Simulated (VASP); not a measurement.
# Si in VASP: single point with PBE

Aim: the single point of Si with PBE.

Program: VASP 6.6.1. These are calculated values, not measurements. Logs are shortened: lines on timing, memory, paths and dates and some standing lists are left out, and cuts for length are marked.

## (1) The cell of the first run

The cell holds a slab with vacuum, 9 atoms: a = 3.851 Å, b = 6.365 Å, c = 19.753 Å, α = 90.00°, β = 90.00°, γ = 90.00°.

## (2) Single point, PBE, collinear spin

Input file INCAR:

```
PREC = Accurate
ENCUT = 520
EDIFF = 1E-7
ISMEAR = 0
SIGMA = 0.05
LREAL = F
LASPH = T
NELM = 150
ALGO = Normal
ISIF = 2
LWAVE = F
LCHARG = T
ISPIN = 2
MAGMOM = 0 0 0 0 0 0 0 0 2
LORBIT = 11
LDIPOL = T
IDIPOL = 3
DIPOL = 0.5 0.5 0.337
GGA = PE
LELF = T
LVHAR = T
LVACPOTAV = T
NBANDS = 32
```

Input file KPOINTS:

```
regular mesh
0
Gamma
  7 4 1
```

Input file POSCAR:

```
Si
1.0
    3.8510821775      0.0000000000      0.0000000000
    0.0000000000      6.3646812330      0.0000000000
    0.0000000000      0.0000000000     19.7525434730
Si
9
Direct
    0.0000000000      0.9370679250      0.2025055662
    0.0000000000      0.5629320750      0.2025055662
    0.5000000000      0.4370679250      0.2587875163
    0.5000000000      0.0629320750      0.2587875163
    0.5000000000      0.9333044678      0.3720589473
    0.5000000000      0.5666955322      0.3720589473
    0.0000000000      0.4259907530      0.4177964972
    0.0000000000      0.0740092470      0.4177964972
    0.1666666667      0.4259907530      0.5309623442
```

Potentials or basis: VASP PAW PBE potentials, release 64 (Si).

The run is started by

```
$ cat potpaw_PBE.64/Si/POTCAR > POTCAR
$ mpirun -np 1 vasp_std > vasp.out
```

OUTCAR:

```text
PREC = Accurate
   ENCUT = 520
   EDIFF = 1E-7
   ISMEAR = 0
   LREAL = F
   LASPH = T
   NELM = 150
   ISIF = 2
   ISPIN = 2
   LORBIT = 11
   GGA = PE

 ion  position               nearest neighbor table
   1  0.000  0.937  0.203-   4 2.36   4 2.36   2 2.38
   2  0.000  0.563  0.203-   3 2.36   3 2.36   1 2.38
   3  0.500  0.437  0.259-   2 2.36   2 2.36   4 2.38   6 2.38
   4  0.500  0.063  0.259-   1 2.36   1 2.36   3 2.38   5 2.38
   5  0.500  0.933  0.372-   8 2.31   8 2.31   6 2.33   4 2.38
   6  0.500  0.567  0.372-   7 2.31   7 2.31   5 2.33   3 2.38
   7  0.000  0.426  0.418-   8 2.24   6 2.31   6 2.31   9 2.33
   8  0.000  0.074  0.418-   7 2.24   5 2.31   5 2.31
   9  0.167  0.426  0.531-   7 2.33

  LATTYP: Found a simple orthorhombic cell.
 ALAT       =     3.8510821775
 B/A-ratio  =     1.6526994075
 C/A-ratio  =     5.1290890619

  Lattice vectors:

 A1 = (   3.8510821775,   0.0000000000,   0.0000000000)
 A2 = (   0.0000000000,   6.3646812330,   0.0000000000)
 A3 = (   0.0000000000,   0.0000000000,  19.7525434730)

Analysis of symmetry for initial positions (statically):
=====================================================================
 Subroutine PRICEL returns:
 Original cell was already a primitive cell.

 Routine SETGRP: Setting up the symmetry group for a
 simple orthorhombic supercell.

 Subroutine GETGRP returns: Found  1 space group operations
 (whereof  1 operations were pure point group operations)
 out of a pool of  8 trial point group operations.

The static configuration has the point symmetry C_1 .

Analysis of symmetry for dynamics (positions and initial velocities):
=====================================================================
 Subroutine PRICEL returns:
 Original cell was already a primitive cell.

 Routine SETGRP: Setting up the symmetry group for a
 simple orthorhombic supercell.

 Subroutine GETGRP returns: Found  1 space group operations
 (whereof  1 operations were pure point group operations)
 out of a pool of  8 trial point group operations.

The dynamic configuration has the point symmetry C_1 .

Analysis of structural, dynamic, and magnetic symmetry:
=====================================================================
 Subroutine PRICEL returns:
 Original cell was already a primitive cell.

 Routine SETGRP: Setting up the symmetry group for a
 simple orthorhombic supercell.

 Subroutine GETGRP returns: Found  1 space group operations
 (whereof  1 operations were pure point group operations)
 out of a pool of  8 trial point group operations.

The overall configuration has the point symmetry C_1 .

 Subroutine INISYM returns: Found  1 space group operations
 (whereof  1 operations are pure point group operations),
 and found     1 'primitive' translations

----------------------------------------------------------------------------------------

                                     Primitive cell

  volume of cell :     484.1528

  direct lattice vectors                    reciprocal lattice vectors
     3.851082177  0.000000000  0.000000000     0.259667271  0.000000000  0.000000000
     0.000000000  6.364681233  0.000000000     0.000000000  0.157117060  0.000000000
     0.000000000  0.000000000 19.752543473     0.000000000  0.000000000  0.050626392

  length of vectors
     3.851082177  6.364681233 19.752543473     0.259667271  0.157117060  0.050626392

  position of ions in fractional coordinates (direct lattice)
     0.000000000  0.937067925  0.202505566
     0.000000000  0.562932075  0.202505566
     0.500000000  0.437067925  0.258787516
     0.500000000  0.062932075  0.258787516
     0.500000000  0.933304468  0.372058947
     0.500000000  0.566695532  0.372058947
     0.000000000  0.425990753  0.417796497
     0.000000000  0.074009247  0.417796497
     0.166666667  0.425990753  0.530962344

  ion indices of the primitive-cell ions
   primitive index   ion index
                 1           1
                 2           2
                 3           3
                 4           4
                 5           5
                 6           6
                 7           7
                 8           8
                 9           9

----------------------------------------------------------------------------------------

 KPOINTS: regular mesh

Automatic generation of k-mesh.
 Grid dimensions read from file:
 generate k-points for:    7    4    1

 Generating k-lattice:

  Cartesian coordinates                     Fractional coordinates (reciprocal lattice)
     0.037095324  0.000000000  0.000000000     0.142857143  0.000000000  0.000000000
     0.000000000  0.039279265  0.000000000     0.000000000  0.250000000  0.000000000
     0.000000000  0.000000000  0.050626392     0.000000000  0.000000000  1.000000000

  Length of vectors
     0.037095324  0.039279265  0.050626392

  Shift w.r.t. Gamma in fractional coordinates (k-lattice)
     0.000000000  0.000000000  0.000000000

 Subroutine IBZKPT returns following result:
 ===========================================

 Found     15 irreducible k-points:

 Following reciprocal coordinates:
            Coordinates               Weight
  0.000000  0.000000  0.000000      1.000000
  0.142857  0.000000  0.000000      2.000000
  0.285714  0.000000  0.000000      2.000000
  0.428571  0.000000  0.000000      2.000000
  0.000000  0.250000  0.000000      2.000000
  0.142857  0.250000  0.000000      2.000000
  0.142857 -0.250000  0.000000      2.000000
  0.285714  0.250000  0.000000      2.000000
  0.285714 -0.250000  0.000000      2.000000
  0.428571  0.250000  0.000000      2.000000
  0.428571 -0.250000  0.000000      2.000000
  0.000000  0.500000  0.000000      1.000000
  0.142857  0.500000  0.000000      2.000000
  0.285714  0.500000  0.000000      2.000000
  0.428571  0.500000  0.000000      2.000000
   k-points           NKPTS =     15   k-points in BZ     NKDIM =     15   number of bands    NBANDS=     32
   number of dos      NEDOS =    301   number of ions     NIONS =      9
   total plane-waves  NPLWV = 216000
   dimension x,y,z NGX =    30 NGY =   48 NGZ =  150
   dimension x,y,z NGXF=    60 NGYF=   96 NGZF=  300
   ions per type =               9
   NGX,Y,Z   is equivalent  to a cutoff of  12.95, 12.54, 12.62 a.u.
   NGXF,Y,Z  is equivalent  to a cutoff of  25.90, 25.08, 25.25 a.u.
 SYSTEM =  unknown system
   PREC   = accura    normal or accurate (medium, high low for compatibility)
   ISTART =      0    job   : 0-new  1-cont  2-samecut
   ICHARG =      2    charge: 1-file 2-atom 10-const
   ISPIN  =      2    spin polarized calculation?
   LNONCOLLINEAR =      F non collinear calculations
   LSORBIT =      F    spin-orbit coupling
   LASPH  =      T    aspherical Exc in radial PAW
   ENCUT  =  520.0 eV  38.22 Ry    6.18 a.u.   7.16 11.83 36.73*2*pi/ulx,y,z
   NELM   =    150;   NELMIN=  2; NELMDL= -5     # of ELM steps
   EDIFF  = 0.1E-06   stopping-criterion for ELM
   LREAL  =      F    real-space projection
   EDIFFG = 0.1E-05   stopping-criterion for IOM
   NSW    =      0    number of steps for IOM
   IBRION =     -1    ionic relax: 0-MD 1-quasi-New 2-CG
   NFREE  =      0    steps in history (QN), initial steepest desc. (CG)
   ISIF   =      2    stress and relaxation
   ISYM   =      2    0-nonsym 1-usesym 2-fastsym
   POTIM  = 0.5000    time-step for ionic-motion
   TEBEG  =    0.0;   TEEND  =   0.0 temperature during run
   PSTRESS=    0.0 pullay stress
   NELECT =      36.0000    total number of electrons
   NUPDOWN=      -1.0000    fix difference up-down
   EMIN   =  10.00;   EMAX   =-10.00  energy-range for DOS
   EFERMI =   0.00;   METHOD = LEGACY
   ISMEAR =     0;   SIGMA  =   0.05  broadening in eV -4-tet -1-fermi 0-gaus
   EFERMI_NEDOS =   21; number of points for ismear=-14 and -15
   IALGO  =     38    algorithm
   IMIX   =      4    mixing-type and parameters
     AMIX     =   0.40;   BMIX     =  1.00
     AMIX_MAG =   1.60;   BMIX_MAG =  1.00
  volume/ion in A,a.u.               =      53.79       363.02
  Fermi-wavevector in a.u.,A,eV,Ry     =   0.688412  1.300909  6.447944  0.473911
  Thomas-Fermi vector in A             =   1.769204
   LORBIT       =     11    0 simple, 1 ext, 2 COOP (PROOUT), +10 PAW based schemes
   GGA     = PE    functional components
   LHFCALC =     F    Hartree Fock is set to
   AEXX    =    0.0000 exact exchange contribution
   IVDW    =     0    specifies the selected vdW correction
   LEPSILON=     F    determine dielectric tensor
   LRPA    =     F    only Hartree local field effects (RPA)
 spin polarized calculation
 Gauss-broadening in eV      SIGMA  =   0.05
  energy-cutoff  :      520.00
  volume of cell :      484.15
 maximum number of plane-waves:     13082
 NGX is ok and might be reduce to    30
   NGX = 15   NGY = 23   NGZ = 73

 dipolmoment           0.000000      0.000000     -0.000987 electrons x Angstroem

 number of electron      35.9999999 magnetization       0.3461813

 dipolmoment           0.000000      0.000000      0.008075 electrons x Angstroem

 Free energy of the ion-electron system (eV)
  ---------------------------------------------------
  ext. energy  EPLUGINS =         0.00000000
  ---------------------------------------------------
  free energy    TOTEN  =       -42.99555984 eV

  energy without entropy =      -42.98998251  energy(sigma->0) =      -42.99277118

 E-fermi :  -0.8706     XC(G=0):  -4.4427

 val. band max:       -0.8803785591   @ k =   0.1429   0.5000   0.0000
 cond. band min:      -0.8624672218   @ k =   0.4286   0.0000   0.0000
 fundamental gap:      0.0179113374
 Fermi energy:        -0.8705713550

 spin component 1

 k-point     1 :       0.0000    0.0000    0.0000
  band No.  band energies     occupation
      1     -12.4658      1.00000
      2     -11.2144      1.00000
      3     -10.1215      1.00000
      4      -9.0808      1.00000
      5      -8.5351      1.00000
      6      -7.5981      1.00000
[... 484 lines left out ...]
     29       3.7820      0.00000
     30       4.0660      0.00000
 Fermi energy:        -0.8705713550

 spin component 2

 k-point     1 :       0.0000    0.0000    0.0000
  band No.  band energies     occupation
      1     -12.4489      1.00000
      2     -11.1902      1.00000
      3     -10.1055      1.00000
      4      -9.0255      1.00000
      5      -8.5183      1.00000
      6      -7.5791      1.00000
[... 484 lines left out ...]
     29       3.8348      0.00000
     30       4.1069      0.00000
 [bands above 30 left out]

------------------------ aborting loop because EDIFF is reached ----------------------------------------

  FORCE on cell =-STRESS in cart. coord.  units (eV):
  Direction    XX          YY          ZZ          XY          YZ          ZX
  --------------------------------------------------------------------------------------
  -------------------------------------------------------------------------------------
  Total       -0.4392922     -0.0858725     -0.4336548     -0.4991415     -1.4316670     -0.5893154
  in kB       -1.4537227     -0.2841725     -1.4350672     -1.6517785     -4.7377280     -1.9501853
  external PRESSURE =      -1.0576542 kB  Pullay stress =       0.0000000 kB

 VOLUME and BASIS-vectors are now :
 -----------------------------------------------------------------------------
  energy-cutoff  :      520.00
  volume of cell :      484.15
      direct lattice vectors                 reciprocal lattice vectors
     3.851082177  0.000000000  0.000000000     0.259667271  0.000000000  0.000000000
     0.000000000  6.364681233  0.000000000     0.000000000  0.157117060  0.000000000
     0.000000000  0.000000000 19.752543473     0.000000000  0.000000000  0.050626392

 POSITION                                       TOTAL-FORCE (eV/Angst)
 -----------------------------------------------------------------------------------
      0.00000      5.96414      4.00000         0.016450     -0.590649      0.499818
      0.00000      3.58288      4.00000        -0.096470      0.562597      0.625408
      1.92554      2.78180      5.11171         0.096397      0.121930     -0.603733
      1.92554      0.40054      5.11171         0.024204     -0.080990     -0.618836
      1.92554      5.94019      7.34911        -0.066025      0.137819      0.020306
      1.92554      3.60684      7.34911         0.085065      0.093873     -0.683244
      0.00000      2.71130      8.25254        -0.089889      0.781066      0.160498
      0.00000      0.47105      8.25254         0.268953     -0.482990      0.630515
      0.64185      2.71130     10.48786        -0.238684     -0.542657     -0.030733
 -----------------------------------------------------------------------------------
    total drift:                                0.000013     -0.000005      0.000029

  FREE ENERGIE OF THE ION-ELECTRON SYSTEM (eV)
  ---------------------------------------------------
  free  energy   TOTEN  =       -42.9955598436 eV

  energy  without entropy=      -42.9899825136  energy(sigma->0) =      -42.99277118

 vacuum level on the upper side and lower side of the slab         4.010         3.950

 total charge

# of ion       s       p       d       tot
------------------------------------------
    1        0.794   0.834   0.000   1.628
    2        0.793   0.834   0.000   1.628
    3        0.760   0.896   0.000   1.656
    4        0.766   0.887   0.000   1.653
    5        0.761   0.923   0.000   1.684
    6        0.769   0.924   0.000   1.693
    7        0.760   0.974   0.000   1.734
    8        0.777   0.904   0.000   1.681
    9        0.924   0.603   0.000   1.527
--------------------------------------------------
tot          7.104   7.779   0.000  14.883

 magnetization (x)

# of ion       s       p       d       tot
------------------------------------------
    1        0.007   0.043   0.000   0.050
    2       -0.003  -0.014   0.000  -0.017
    3        0.001   0.004   0.000   0.005
    4       -0.001   0.002   0.000   0.001
    5        0.001   0.004   0.000   0.005
    6        0.002   0.004   0.000   0.005
    7       -0.000   0.001   0.000   0.001
    8        0.000   0.007   0.000   0.008
    9        0.001   0.048   0.000   0.050
--------------------------------------------------
tot          0.009   0.099   0.000   0.108
```

Wall time 17 min (1 thread of Intel Xeon Platinum 8488C (Sapphire Rapids), shared host); peak memory 0.83 GiB.

What came out:

* Free energy: -42.9956 eV
* Largest force: 0.847 eV/Å
* Net moment: 0.35 μB per cell
* Site moments: Si +0.05, -0.02, +0.01, +0.00 (each value once) μB
* Valence electrons inside the program's atomic spheres: Si 1.63, 1.66, 1.65, 1.68, 1.69, 1.73, 1.53 (each value once)

Forces in eV/Å, atoms in the order of the input:
```
Si   0.016 -0.591  0.500
Si  -0.096  0.563  0.625
Si   0.096  0.122 -0.604
Si   0.024 -0.081 -0.619
Si  -0.066  0.138  0.020
Si   0.085  0.094 -0.683
Si  -0.090  0.781  0.160
Si   0.269 -0.483  0.631
Si  -0.239 -0.543 -0.031
```
